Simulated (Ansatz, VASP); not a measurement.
**One calculation of VSi2, two programs**

Contents of INCAR:

```
SYSTEM = VSi2
ALGO = Normal
EDIFF = 1E-6
EDIFFG = -0.005
ENCUT = 600
GGA = PE
IBRION = 2
ISIF = 3
ISMEAR = 0
LASPH = .True.
LCHARG = .False.
LREAL = .False.
LWAVE = .False.
NELM = 60
NSW = 100
PREC = Accurate
SIGMA = 0.1
```

File KPOINTS:

```
k-points
0
Gamma
  12 12 6
  0 0 0
```

POSCAR

```
VSi2
1.0
    4.5347995800      0.0000000000      0.0000000000
   -2.2673997900      3.9272516400      0.0000000000
    0.0000000000      0.0000000000      6.3189006300
V Si
3 6
Direct
    0.0000000000      0.5000000000      0.1666666700
    0.5000000000      0.5000000000      0.8333333300
    0.5000000000      0.0000000000      0.5000000000
    0.8375067800      0.6750135500      0.5000000000
    0.1624932300      0.8375067800      0.8333333300
    0.6750135500      0.8375067800      0.1666666700
    0.1624932200      0.3249864500      0.5000000000
    0.8375067800      0.1624932200      0.8333333300
    0.3249864500      0.1624932300      0.1666666700
```

Input for Ansatz:

```yaml
crystal:
  lattice:
    - [4.53479958, 0.0, 0.0]
    - [-2.26739979, 3.92725164, 0.0]
    - [0.0, 0.0, 6.31890063]
  atoms:
    - { symbol: V, position: [0.0, 0.5, 0.16666667] }
    - { symbol: V, position: [0.5, 0.5, 0.83333333] }
    - { symbol: V, position: [0.5, 0.0, 0.5] }
    - { symbol: Si, position: [0.83750678, 0.67501355, 0.5] }
    - { symbol: Si, position: [0.16249323, 0.83750678, 0.83333333] }
    - { symbol: Si, position: [0.67501355, 0.83750678, 0.16666667] }
    - { symbol: Si, position: [0.16249322, 0.32498645, 0.5] }
    - { symbol: Si, position: [0.83750678, 0.16249322, 0.83333333] }
    - { symbol: Si, position: [0.32498645, 0.16249323, 0.16666667] }
basis:
  ecutwfc: 420
kpoints:
  mp_grid: { grid: [12, 12, 6] }
hamiltonian:
  xc: pbe
scf:
  occupations: { method: gaussian, width: 0.1 }
output:
  forces: true
  stress: true
  eigenvalues: true
  write_density: true
  write_potential: true
  elf: true
  volumetric_format: npy
relax:
  adjacent_minimum: "off"
  f_tol: 0.005
  max_steps: 80
  cell: { stress_tol: 0.05 }
```

Alike in both runs: task relaxation of cell and atoms; functional PBE; k mesh 12 × 12 × 6; occupations gaussian, width 0.1 eV; no spin polarisation.

```csv
,VASP,Ansatz
version,VASP 6.6.1,Ansatz 0.2.0
potentials or method,"VASP PAW PBE potentials, release 64 (V_sv, Si), cutoff 600 eV","scalar-relativistic, plane waves, PAW"
valence electrons in the cell,63,63
```

VASP gave:

| Quantity | Value |
| --- | --- |
| gap on the k mesh at the Fermi level, each at its own relaxed structure (eV) | none |
| relaxed volume (Å³/atom) | 12.77 |
| relaxed length of the cell vector where the two differ most in proportion (Å) | 4.566 |

Estimate Ansatz's values.

gap on the k mesh at the Fermi level, each at its own relaxed structure (eV): none; relaxed volume (Å³/atom): 12.77; relaxed length of the cell vector where the two differ most in proportion (Å): 4.565.

A gap of «none» marks a metal or a gap that the smearing closes.
